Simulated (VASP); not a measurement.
A run of VASP 6.6.1 is set up as follows.

INCAR

```
PREC = Accurate ; ENCUT = 520
EDIFF = 1E-7 ; ISMEAR = 0
SIGMA = 0.05 ; LREAL = False
LASPH = True ; NELM = 100
ALGO = Normal ; ISIF = 2
LWAVE = False ; LCHARG = False
GGA = PE ; NBANDS = 18
```

Contents of KPOINTS:

```
Automatic mesh
0
Gamma
  8 8 8
```

File POSCAR:

```
HfO2
1.0
   -0.2061750416      2.5162066697      2.5162066697
    2.5162066697     -0.2061750416      2.5162066697
    2.5162066697      2.5162066697     -0.2061750416
Hf O
1 2
Direct
    0.0000000000      0.0000000000      0.0000000000
    0.2500000000      0.2500000000      0.2500000000
    0.7500000000      0.7500000000      0.7500000000
```

Potentials or basis: VASP PAW PBE potentials, release 64 (Hf_pv, O).

Run with:

```console
$ cat potpaw_PBE.64/Hf_pv/POTCAR potpaw_PBE.64/O/POTCAR > POTCAR
$ mpirun -np 1 vasp_std > vasp.out
```

Predict the largest force.

0.826 eV/Å.

What does it give for the band gap on the k mesh?

3.69 eV.

Forces in eV/Å, atoms in the order of the input:
```
Hf   0.000  0.000  0.000
O    0.477  0.477  0.477
O   -0.477 -0.477 -0.477
```

Caveat: the cell stands under tension; spin-orbit coupling is left out, which moves the levels of the heavy elements. A k mesh can miss the band edges.
